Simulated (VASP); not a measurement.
# HfCo (Pm-3m) in VASP: a series of runs

The runs below take HfCo through vibrations by perturbation theory, with LDA.

All numbers are computed with VASP 6.6.1; they aren't measurements. Logs are shortened: lines on timing, memory, paths and dates and some standing lists are left out, and cuts for length are marked.

### Step 1. The cell of the first run

It takes space group Pm-3m (No. 221, cubic). Conventional cell: a = 3.078 Å, b = 3.078 Å, c = 3.078 Å, α = 90.00°, β = 90.00°, γ = 90.00°. Within 3.5 Å of Hf (site symmetry m-3m) lie 8 Co at 2.67 Å and 6 Hf at 3.08 Å. Co (site symmetry m-3m) has 8 Hf at 2.67 Å and 6 Co at 3.08 Å within 3.5 Å.

### Step 2. Vibrations by perturbation theory, LDA

Contents of INCAR:

```
ALGO     = Normal         # electronic algorithm
EDIFF    = 1E-8           # SCF threshold, eV
ENCUT    = 520            # plane-wave cutoff, eV
GGA      = CA             # functional
IBRION   = 8              # ionic algorithm
ISIF     = 2              # what is computed and relaxed
ISMEAR   = -1             # smearing method
LASPH    = True           # aspherical terms in the spheres
LCHARG   = False          # write CHGCAR
LREAL    = False          # projectors in reciprocal space
LWAVE    = False          # write WAVECAR
NBANDS   = 16             # bands
NELM     = 60             # most SCF steps
NSW      = 1              # ionic steps
PREC     = Accurate       # precision mode
SIGMA    = 0.15           # smearing width, eV
```

Contents of KPOINTS:

```
k-points
0
Gamma
  14 14 14
```

Contents of POSCAR:

```
HfCo
1.0
    3.0778810906      0.0000000000      0.0000000000
    0.0000000000      3.0778810906      0.0000000000
    0.0000000000      0.0000000000      3.0778810906
Hf Co
1 1
Direct
    0.5000000000      0.5000000000      0.5000000000
    0.0000000000      0.0000000000      0.0000000000
```

Potentials or basis: VASP PAW LDA potentials, release 64 (Hf_pv, Co).

Command:

```
cat potpaw_LDA.64/Hf_pv/POTCAR potpaw_LDA.64/Co/POTCAR > POTCAR
mpirun -np 1 vasp_std > vasp.out
```

OUTCAR:

```text
EDIFF = 1E-8
   ENCUT = 520
   GGA = CA
   IBRION = 8
   ISIF = 2
   ISMEAR = -1
   LASPH = True
   LREAL = False
   NELM = 60
   NSW = 1
   PREC = Accurate

 ion  position               nearest neighbor table
   1  0.500  0.500  0.500-   2 2.67   2 2.67   2 2.67   2 2.67   2 2.67   2 2.67   2 2.67   2 2.67

   2  0.000  0.000  0.000-   1 2.67   1 2.67   1 2.67   1 2.67   1 2.67   1 2.67   1 2.67   1 2.67

  LATTYP: Found a simple cubic cell.
 ALAT       =     3.0778810906

  Lattice vectors:

 A1 = (   3.0778810906,   0.0000000000,   0.0000000000)
 A2 = (   0.0000000000,   3.0778810906,   0.0000000000)
 A3 = (   0.0000000000,   0.0000000000,   3.0778810906)

Analysis of symmetry for initial positions (statically):
=====================================================================
 Subroutine PRICEL returns:
 Original cell was already a primitive cell.

 Routine SETGRP: Setting up the symmetry group for a
 simple cubic supercell.

 Subroutine GETGRP returns: Found 48 space group operations
 (whereof 48 operations were pure point group operations)
 out of a pool of 48 trial point group operations.

The static configuration has the point symmetry O_h .

Analysis of symmetry for dynamics (positions and initial velocities):
=====================================================================
 Subroutine PRICEL returns:
 Original cell was already a primitive cell.

 Routine SETGRP: Setting up the symmetry group for a
 simple cubic supercell.

 Subroutine GETGRP returns: Found 48 space group operations
 (whereof 48 operations were pure point group operations)
 out of a pool of 48 trial point group operations.

The dynamic configuration has the point symmetry O_h .

 Subroutine INISYM returns: Found 48 space group operations
 (whereof 48 operations are pure point group operations),
 and found     1 'primitive' translations

----------------------------------------------------------------------------------------

                                     Primitive cell

  volume of cell :      29.1579

  direct lattice vectors                    reciprocal lattice vectors
     3.077881091  0.000000000  0.000000000     0.324898841  0.000000000  0.000000000
     0.000000000  3.077881091  0.000000000     0.000000000  0.324898841  0.000000000
     0.000000000  0.000000000  3.077881091     0.000000000  0.000000000  0.324898841

  length of vectors
     3.077881091  3.077881091  3.077881091     0.324898841  0.324898841  0.324898841

  position of ions in fractional coordinates (direct lattice)
     0.500000000  0.500000000  0.500000000
     0.000000000  0.000000000  0.000000000

  ion indices of the primitive-cell ions
   primitive index   ion index
                 1           1
                 2           2

----------------------------------------------------------------------------------------

 KPOINTS: k-points

Automatic generation of k-mesh.
 Grid dimensions read from file:
 generate k-points for:   14   14   14

 Generating k-lattice:

  Cartesian coordinates                     Fractional coordinates (reciprocal lattice)
     0.023207060  0.000000000  0.000000000     0.071428571  0.000000000  0.000000000
     0.000000000  0.023207060  0.000000000     0.000000000  0.071428571  0.000000000
     0.000000000  0.000000000  0.023207060     0.000000000  0.000000000  0.071428571

  Length of vectors
     0.023207060  0.023207060  0.023207060

  Shift w.r.t. Gamma in fractional coordinates (k-lattice)
     0.000000000  0.000000000  0.000000000

 Subroutine IBZKPT returns following result:
 ===========================================

 Found    120 irreducible k-points:

 Following reciprocal coordinates:
            Coordinates               Weight
  0.000000  0.000000  0.000000      1.000000
  0.071429  0.000000  0.000000      6.000000
  0.142857  0.000000  0.000000      6.000000
  0.214286  0.000000  0.000000      6.000000
  0.285714  0.000000  0.000000      6.000000
  0.357143  0.000000  0.000000      6.000000
[... 16 lines left out ...]
  0.285714  0.214286  0.000000     24.000000
  0.357143  0.214286  0.000000     24.000000
 [... further k-points ...]
   k-points           NKPTS =    120   k-points in BZ     NKDIM =    120   number of bands    NBANDS=     16
   number of dos      NEDOS =    301   number of ions     NIONS =      2
   total plane-waves  NPLWV =  13824
   dimension x,y,z NGX =    24 NGY =   24 NGZ =   24
   dimension x,y,z NGXF=    48 NGYF=   48 NGZF=   48
   ions per type =               1   1
   NGX,Y,Z   is equivalent  to a cutoff of  12.96, 12.96, 12.96 a.u.
   NGXF,Y,Z  is equivalent  to a cutoff of  25.93, 25.93, 25.93 a.u.
 SYSTEM =  unknown system
   PREC   = accura    normal or accurate (medium, high low for compatibility)
   ISTART =      0    job   : 0-new  1-cont  2-samecut
   ICHARG =      2    charge: 1-file 2-atom 10-const
   ISPIN  =      1    spin polarized calculation?
   LNONCOLLINEAR =      F non collinear calculations
   LSORBIT =      F    spin-orbit coupling
   LASPH  =      T    aspherical Exc in radial PAW
   ENCUT  =  520.0 eV  38.22 Ry    6.18 a.u.   5.72  5.72  5.72*2*pi/ulx,y,z
   NELM   =     60;   NELMIN=  2; NELMDL= -5     # of ELM steps
   EDIFF  = 0.1E-07   stopping-criterion for ELM
   LREAL  =      F    real-space projection
   EDIFFG = 0.1E-06   stopping-criterion for IOM
   NSW    =      1    number of steps for IOM
   IBRION =      8    ionic relax: 0-MD 1-quasi-New 2-CG
   NFREE  =      0    steps in history (QN), initial steepest desc. (CG)
   ISIF   =      2    stress and relaxation
   ISYM   =      2    0-nonsym 1-usesym 2-fastsym
   POTIM  = 0.5000    time-step for ionic-motion
   TEBEG  =    0.0;   TEEND  =   0.0 temperature during run
   PSTRESS=    0.0 pullay stress
   NELECT =      19.0000    total number of electrons
   NUPDOWN=      -1.0000    fix difference up-down
   EMIN   =  10.00;   EMAX   =-10.00  energy-range for DOS
   EFERMI =   0.00;   METHOD = LEGACY
   ISMEAR =    -1;   SIGMA  =   0.15  broadening in eV -4-tet -1-fermi 0-gaus
   EFERMI_NEDOS =   21; number of points for ismear=-14 and -15
   IALGO  =     38    algorithm
   IMIX   =      4    mixing-type and parameters
     AMIX     =   0.40;   BMIX     =  1.00
     AMIX_MAG =   1.60;   BMIX_MAG =  1.00
  volume/ion in A,a.u.               =      14.58        98.38
  Fermi-wavevector in a.u.,A,eV,Ry     =   1.419300  2.682088 27.407745  2.014412
  Thomas-Fermi vector in A             =   2.540335
   LORBIT       =      0    0 simple, 1 ext, 2 COOP (PROOUT), +10 PAW based schemes
   GGA     = CA    functional components
   LHFCALC =     F    Hartree Fock is set to
   AEXX    =    0.0000 exact exchange contribution
   IVDW    =     0    specifies the selected vdW correction
   LEPSILON=     F    determine dielectric tensor
   LRPA    =     F    only Hartree local field effects (RPA)
 non-spin polarized calculation
  energy-cutoff  :      520.00
  volume of cell :       29.16
 maximum number of plane-waves:       840
 NGX is ok and might be reduce to    24
   NGX = 11   NGY = 11   NGZ = 11

--------------------------------------- Ionic step        1  -------------------------------------------

 number of electron      19.0000013 magnetization

 Free energy of the ion-electron system (eV)
  ---------------------------------------------------
  ext. energy  EPLUGINS =         0.00000000
  ---------------------------------------------------
  free energy    TOTEN  =       -19.79839817 eV

  energy without entropy =      -19.65195076  energy(sigma->0) =      -19.72517446

 E-fermi :   7.7512     XC(G=0): -12.9117

 val. band max:        7.7443801902   @ k =   0.5000   0.4286   0.2143
 cond. band min:       7.7849153154   @ k =   0.4286   0.0714   0.0714
 fundamental gap:      0.0405351252
 Fermi energy:         7.7512124019

 k-point     1 :       0.0000    0.0000    0.0000
  band No.  band energies     occupation
      1     -22.2807      2.00000
      2     -22.2807      2.00000
      3     -22.2807      2.00000
      4      -0.6454      2.00000
      5       3.6307      2.00000
      6       3.6307      2.00000
[... 433 lines left out ...]
      3     -22.2191      2.00000
      4       2.4560      2.00000
      5       4.2744      2.00000
      6       5.3664      2.00000
[... 8 lines left out ...]
     15      14.8868      0.00000
     16      18.7654      0.00000

 [... further k-points ...]
[... 5 lines left out ...]
  --------------------------------------------------------------------------------------
  -------------------------------------------------------------------------------------
  Total       -0.0997661     -0.0997661     -0.0997661      0.0000000      0.0000000     -0.0000000
  in kB       -5.4819892     -5.4819892     -5.4819892      0.0000000      0.0000000     -0.0000000
  external PRESSURE =      -5.4819892 kB  Pullay stress =       0.0000000 kB

 VOLUME and BASIS-vectors are now :
 -----------------------------------------------------------------------------
  energy-cutoff  :      520.00
  volume of cell :       29.16
      direct lattice vectors                 reciprocal lattice vectors
     3.077881091  0.000000000  0.000000000     0.324898841  0.000000000  0.000000000
     0.000000000  3.077881091  0.000000000     0.000000000  0.324898841  0.000000000
     0.000000000  0.000000000  3.077881091     0.000000000  0.000000000  0.324898841

 POSITION                                       TOTAL-FORCE (eV/Angst)
 -----------------------------------------------------------------------------------
      1.53894      1.53894      1.53894         0.000000      0.000000      0.000000
      0.00000      0.00000      0.00000         0.000000      0.000000      0.000000
 -----------------------------------------------------------------------------------
    total drift:                                0.000000      0.000000     -0.000000

  FREE ENERGIE OF THE ION-ELECTRON SYSTEM (eV)
  ---------------------------------------------------
  free  energy   TOTEN  =       -19.7983981665 eV

  energy  without entropy=      -19.6519507580  energy(sigma->0) =      -19.72517446

[... ionic steps 2 to 3 ...]

--------------------------------------- Ionic step        4  -------------------------------------------

------------------------ aborting loop because EDIFF is reached ----------------------------------------

[... ionic steps 5 to 6 ...]

--------------------------------------- Ionic step        7  -------------------------------------------

 Free energy of the ion-electron system (eV)
  ---------------------------------------------------
  ---------------------------------------------------
  free energy    TOTEN  =        -0.16996052 eV

  energy without entropy =       -0.16996043

------------------------ aborting loop because EDIFF is reached ----------------------------------------

 INTERNAL STRAIN TENSOR  FOR ION    2  DIRECTION 1   (eV/Angst):
 -----------------------------------------------------------------------------
     0.09267  0.00000  0.00000
     0.00000 -0.02796  0.00000
    -0.00000  0.00000 -0.02796

 INTERNAL STRAIN TENSOR FOR ION    2 for displacements in x,y,z  (eV/Angst):
          X           Y           Z          XY          YZ          ZX
  --------------------------------------------------------------------------------
  x     0.00000     0.00000     0.00000     0.00000     0.00000     0.00000
  y     0.00000     0.00000     0.00000     0.00000     0.00000     0.00000
  z     0.00000     0.00000     0.00000     0.00000     0.00000     0.00000

 SECOND DERIVATIVES (NOT SYMMETRIZED)
 ------------------------------------
               1X          1Y          1Z          2X          2Y          2Z
  1X    -4.818615   -0.000000   -0.000000    4.818615    0.000000    0.000000
  1Y    -0.000000   -4.818615   -0.000000    0.000000    4.818615    0.000000
  1Z     0.000000    0.000000   -4.818615   -0.000000   -0.000000    4.818615
  2X     4.836070    0.000000   -0.000000   -4.836070   -0.000000    0.000000
  2Y     0.000000    4.836070   -0.000000   -0.000000   -4.836070    0.000000
  2Z    -0.000000   -0.000000    4.836070    0.000000    0.000000   -4.836070

 Eigenvectors and eigenvalues of the dynamical matrix
 ----------------------------------------------------

   1 f  =    5.162709 THz    32.438260 2PiTHz  172.209451 cm-1    21.351241 meV
             X         Y         Z           dx          dy          dz
      1.538941  1.538941  1.538941    -0.497540    0.000000   -0.000000
      0.000000  0.000000  0.000000     0.867441   -0.000000    0.000000
[... 21 lines left out ...]
   6 f/i=    0.004028 THz     0.025310 2PiTHz    0.134366 cm-1     0.016659 meV
             X         Y         Z           dx          dy          dz
      1.538941  1.538941  1.538941    -0.867441    0.000000    0.000000
      0.000000  0.000000  0.000000    -0.497540   -0.000000    0.000000

--------------------------------------------------------------------------------------------------------

 ELASTIC MODULI CONTR FROM IONIC RELAXATION (kBar)
 Direction    XX          YY          ZZ          XY          YZ          ZX
 --------------------------------------------------------------------------------
 XX           0.0000      0.0000      0.0000      0.0000      0.0000      0.0000
 YY           0.0000      0.0000      0.0000      0.0000      0.0000      0.0000
 ZZ           0.0000      0.0000      0.0000      0.0000      0.0000      0.0000
 XY           0.0000      0.0000      0.0000      0.0000      0.0000      0.0000
 YZ           0.0000      0.0000      0.0000      0.0000      0.0000      0.0000
 ZX           0.0000      0.0000      0.0000      0.0000      0.0000      0.0000
 --------------------------------------------------------------------------------
```

It took 15 min on 1 thread of AMD EPYC 7R13, shared host; peak memory 0.37 GiB.

Results:

| Quantity | Value |
| --- | --- |
| Highest phonon frequency at Γ, LO-TO splitting left out | 172 cm⁻¹ |

Phonon frequencies in cm⁻¹ (negative: imaginary):
```tsv
q point	frequencies
(0.000, 0.000, 0.000)	0 0 0 172 172 172
```

Caveat: spin-orbit coupling is left out, which moves the levels of the heavy elements.

(Part 1 of 2 ends here.)
